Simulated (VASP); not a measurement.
Here is a VASP 6.6.1 calculation.

INCAR

```
SYSTEM = AlB2As3
PREC     = Accurate       ! precision mode
ENCUT    = 520            ! plane-wave cutoff, eV
EDIFF    = 1E-7           ! SCF threshold, eV
ISMEAR   = 0              ! smearing method
SIGMA    = 0.01           ! smearing width, eV
LREAL    = .FALSE.        ! projectors in reciprocal space
LASPH    = .TRUE.         ! aspherical terms in the spheres
NELM     = 80             ! most SCF steps
ALGO     = Normal         ! electronic algorithm
ISIF     = 2              ! what is computed and relaxed
LWAVE    = .FALSE.        ! write WAVECAR
LCHARG   = .FALSE.        ! write CHGCAR
GGA      = PE             ! functional
NBANDS   = 36             ! bands
```

KPOINTS

```
Automatic mesh
0
G
  12 12 2
  0 0 0
```

The input POSCAR:

```
AlB2As3
1.0
    3.5791765981      0.0000000000      0.0000000000
   -1.7895882990      3.0996578586      0.0000000000
    0.0000000000      0.0000000000     18.2538980233
Al B As
2 4 6
Direct
    0.3333333333      0.6666666667      0.0018686689
    0.6666666667      0.3333333333      0.5018686689
    0.3333333333      0.6666666667      0.3275975824
    0.3333333333      0.6666666667      0.6753365280
    0.6666666667      0.3333333333      0.1753365280
    0.6666666667      0.3333333333      0.8275975824
    0.3333333333      0.6666666667      0.1381618276
    0.3333333333      0.6666666667      0.4420510853
    0.3333333333      0.6666666667      0.7909843178
    0.6666666667      0.3333333333      0.2909843178
    0.6666666667      0.3333333333      0.6381618276
    0.6666666667      0.3333333333      0.9420510853
```

Potentials or basis: VASP PAW PBE potentials, release 64 (Al, B, As).

The run is started by

```console
$ cat potpaw_PBE.64/Al/POTCAR potpaw_PBE.64/B/POTCAR potpaw_PBE.64/As/POTCAR > POTCAR
$ mpirun -np 1 vasp_std > vasp.out
```

Task: Estimate the largest force.

Result: 0.023 eV/Å.

Task: Estimate the pressure.

Result: 0.3 GPa.

Task: Estimate the band gap on the k mesh.

Result: 0.13 eV (least direct gap 0.41 eV).

Forces on the atoms (eV/Å):
```
Al   0.000  0.000  0.023
Al   0.000  0.000  0.023
B    0.000  0.000 -0.020
B    0.000  0.000 -0.016
B    0.000  0.000 -0.016
B    0.000  0.000 -0.020
As   0.000  0.000 -0.007
As   0.000  0.000  0.011
As   0.000  0.000  0.009
As   0.000  0.000  0.009
As   0.000  0.000 -0.007
As   0.000  0.000  0.011
```

A k mesh can miss the band edges.
